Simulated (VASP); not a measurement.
Wanted: the native input for a VASP 6.6.1 run.

| Item | Value |
| --- | --- |
| Task | relaxation of cell and atoms |
| Functional | PBE |
| Potentials or basis | VASP PAW PBE potentials, release 64 (Cd, S) |
| Cutoff | 600 eV |
| k mesh | 8 × 8 × 8 |
| Occupations | gaussian, width 0.1 eV |
| Spin | no spin polarisation |
| Dipole correction | no |
| Further INCAR settings | ALGO = Normal; EDIFF = 1e-06; IBRION = 2; EDIFFG = -0.01; NSW = 100; ISIF = 3 |

The structure of Cd4S lies in POSCAR:

```
Cd4S
1.0
   -3.2110283926      3.2110283926      3.2110283926
    3.2110283926     -3.2110283926      3.2110283926
    3.2110283926      3.2110283926     -3.2110283926
Cd S
4 1
Direct
    0.5000000000      0.5000000000      0.5000000000
    0.5000000000      0.0000000000      0.0000000000
    0.0000000000      0.0000000000      0.5000000000
    0.0000000000      0.5000000000      0.0000000000
    0.0000000000      0.0000000000      0.0000000000
```

The cell was built from a structure type or drawn by symmetry, and may not be a known phase.

These files were run (other wordings do the same):

INCAR

```
SYSTEM = Cd4S
PREC     = Accurate       ! precision mode
ENCUT    = 600            ! plane-wave cutoff, eV
EDIFF    = 1E-6           ! SCF threshold, eV
ISMEAR   = 0              ! smearing method
SIGMA    = 0.1            ! smearing width, eV
LREAL    = .FALSE.        ! projectors in reciprocal space
LASPH    = .TRUE.         ! aspherical terms in the spheres
NELM     = 60             ! most SCF steps
ALGO     = Normal         ! electronic algorithm
ISIF     = 3              ! what is computed and relaxed
LWAVE    = .FALSE.        ! write WAVECAR
LCHARG   = .FALSE.        ! write CHGCAR
GGA      = PE             ! functional
IBRION   = 2              ! ionic algorithm
NSW      = 100            ! ionic steps
EDIFFG   = -0.01          ! ionic threshold
```

KPOINTS

```
regular mesh
0
G
  8 8 8
  0 0 0
```

Potentials or basis: VASP PAW PBE potentials, release 64 (Cd, S).

Launch:

```bash
$ cat potpaw_PBE.64/Cd/POTCAR potpaw_PBE.64/S/POTCAR > POTCAR
$ mpirun -np 1 vasp_std > vasp.out
```

Results of the run:

The relaxed volume is 26.70 Å³/atom. The relaxed cell is a = 5.577 Å, b = 5.577 Å, c = 5.577 Å, α = 109.47°, β = 109.47°, γ = 109.47°, the space group after relaxing (to 0.1 Å) is Im-3m (No. 229) and the energy gained by relaxing is 0.1 meV/atom. The ionic steps are 3. The pressure after relaxing is 0.0 GPa and the band gap on the k mesh is zero (bands 27 and 28 overlap by 1.87 eV).

It took 5.2 min on 1 thread of Intel Xeon 8259CL, on a shared host, peak memory 0.41 GiB.
